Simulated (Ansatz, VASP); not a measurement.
# W in VASP and in Ansatz

```
CELL_PARAMETERS angstrom
-1.49485 1.56808 1.56808
1.56808 -1.49485 1.56808
1.56808 1.56808 -1.49485
ATOMIC_POSITIONS crystal
W 0.00000 0.00000 0.00000
```

Change from the starting cell: equal engineering shear yz, xz and xy +0.0467, equal normal strain along x, y and z +0.0000.

Alike in both runs: task single point; functional LDA; k mesh 20 × 20 × 20; occupations gaussian, width 0.15 eV; no spin polarisation.

```csv
,VASP,Ansatz
version,VASP 6.6.1,Ansatz 0.2.0
potentials or method,"VASP PAW LDA potentials, release 64 (W_sv), cutoff 520 eV","scalar-relativistic, plane waves, PAW"
valence electrons in the cell,14,14
```

VASP gave:

| Property | Result |
| --- | --- |
| gap on the k mesh at the Fermi level (eV) | none |
| pressure (GPa) | 3.3 |
| traceless stress, the component that is largest in VASP (GPa) | -6.16 |

Task: What did Ansatz give for the same quantities?

Result: gap on the k mesh at the Fermi level (eV): none; pressure (GPa): 1.4; traceless stress, the component that is largest in VASP (GPa): -6.05.

Ansatz warns that its potentials were made for another functional, while VASP's fit it. LDA's correlation is that of Perdew and Zunger in VASP and of Perdew and Wang (1992) in Ansatz. A gap of «none» marks a metal or a gap that the smearing closes.

Neither program's run includes spin-orbit coupling.
